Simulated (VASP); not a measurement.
Input of a VASP 6.6.1 run:

File INCAR:

```
AGGAC    = 1.0          
AGGAX    = 1.0          
ALDAC    = 0.0          
ALDAX    = 1.0          
ALGO     = Normal         # electronic algorithm
EDIFF    = 1E-7           # SCF threshold, eV
ENCUT    = 520            # plane-wave cutoff, eV
GGA      = B5             # functional
ISIF     = 2              # what is computed and relaxed
ISMEAR   = -1             # smearing method
LASPH    = T              # aspherical terms in the spheres
LCHARG   = F              # write CHGCAR
LREAL    = F              # projectors in reciprocal space
LWAVE    = F              # write WAVECAR
NBANDS   = 35             # bands
NELM     = 100            # most SCF steps
PREC     = Accurate       # precision mode
SIGMA    = 0.05           # smearing width, eV
```

KPOINTS

```
k-points
0
Gamma
  6 3 9
```

Contents of POSCAR:

```
Al2O3
1.0
    4.6137770000      0.0000000000      0.0000000000
    0.0000000000      9.5632790000      0.0000000000
    0.0000000000      0.0000000000      3.1198620000
Al O
4 6
Direct
    0.9829750000      0.8245730000      0.0000000000
    0.0170250000      0.1754270000      0.0000000000
    0.4829750000      0.6754270000      0.5000000000
    0.5170250000      0.3245730000      0.5000000000
    0.5000000000      0.5000000000      0.5000000000
    0.1236350000      0.7530500000      0.5000000000
    0.3763650000      0.2530500000      0.0000000000
    0.6236350000      0.7469500000      0.0000000000
    0.0000000000      0.0000000000      0.0000000000
    0.8763650000      0.2469500000      0.5000000000
```

Potentials or basis: VASP PAW PBE potentials, release 64 (Al, O).

Run with:

```sh
$ cat potpaw_PBE.64/Al/POTCAR potpaw_PBE.64/O/POTCAR > POTCAR
$ mpirun -np 1 vasp_std > vasp.out
```

(1) Predict the pressure.

(2) What does it give for the largest force?

## Answers

(1) 2.0 GPa.

(2) 0.205 eV/Å.

Caveat: the PAW data sets were made with another functional, which shifts forces and pressure a little.
